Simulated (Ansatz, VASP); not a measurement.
## MgO in VASP and in Ansatz

File INCAR:

```
  PREC = Accurate
  ENCUT = 840
  EDIFF = 1E-6
  ISMEAR = -1
  SIGMA = 0.0134
  LREAL = False
  LASPH = True
  NELM = 120
  ALGO = Normal
  ISIF = 2
  LWAVE = False
  LCHARG = False
  GGA = PE
  NBANDS = 15
  GGA_COMPAT = False
```

Contents of KPOINTS:

```
regular mesh
0
Gamma
  10 10 10
```

File POSCAR:

```
MgO
1.0
    0.0000000000      2.1944256300      2.1944256300
    2.1944256300      0.0000000000      2.1944256300
    2.1944256300      2.1944256300      0.0000000000
Mg O
1 1
Direct
    0.0000000000      0.0000000000      0.0000000000
    0.5000000000      0.5000000000      0.5000000000
```

Input for Ansatz:

```yaml
crystal:
  lattice:
    - [0.0, 2.19442563, 2.19442563]
    - [2.19442563, 0.0, 2.19442563]
    - [2.19442563, 2.19442563, 0.0]
  atoms:
    - { symbol: Mg, position: [0.0, 0.0, 0.0] }
    - { symbol: O, position: [0.5, 0.5, 0.5] }
  symmetry: { tolerance: 0.0003 }
kpoints:
  mp_grid: { grid: [10, 10, 10], shift: [0, 0, 0] }
  band_path:
    path:
      - [0.0, 0.0, 0.0]
      - [0.5, 0.0, 0.5]
      - [0.625, 0.25, 0.625]
      - [0.375, 0.375, 0.75]
      - [0.0, 0.0, 0.0]
      - [0.5, 0.5, 0.5]
      - [0.5, 0.25, 0.75]
      - [0.5, 0.0, 0.5]
    npoints: 8
magnetization:
  spin_polarized: false
scf:
  occupations: { method: fermi_dirac, width: 0.0134 }
  lower_state_search: "off"
  max_iter: 200
hamiltonian:
  pseudopotentials: { kind: paw }
  xc: pbe
basis:
  ecutwfc: 420
  fft_grid_basis: typed
output:
  forces: true
  stress: true
  eigenvalues: true
  bader: true
  populations: true
  elf: true
  write_potential: true
  volumetric_format: npy
  dos:
    e_range: [-12, 8]
    de: 0.05
    projected: { site_lists: { Mg: [Mg], O: [O] } }
checkpoint:
  read: saved_state
```

Alike in both runs: task single point; functional PBE; k mesh 10 × 10 × 10; occupations fermi-dirac, width 0.0134 eV; no spin polarisation.

|  | VASP | Ansatz |
| --- | --- | --- |
| version | VASP 6.6.1 | Ansatz 0.2.0 |
| potentials or method | VASP PAW PBE potentials, release 64 (Mg_sv, O), cutoff 840 eV | PAW plane waves |
| valence electrons in the cell | 16 | 16 |

|  | VASP | Ansatz | Ansatz less VASP |
| --- | --- | --- | --- |
| gap on the k mesh at the Fermi level (eV) | 3.63 | 3.64 | +0.004 |
| pressure (GPa) | -11.6 | -11.5 | +0.09 |
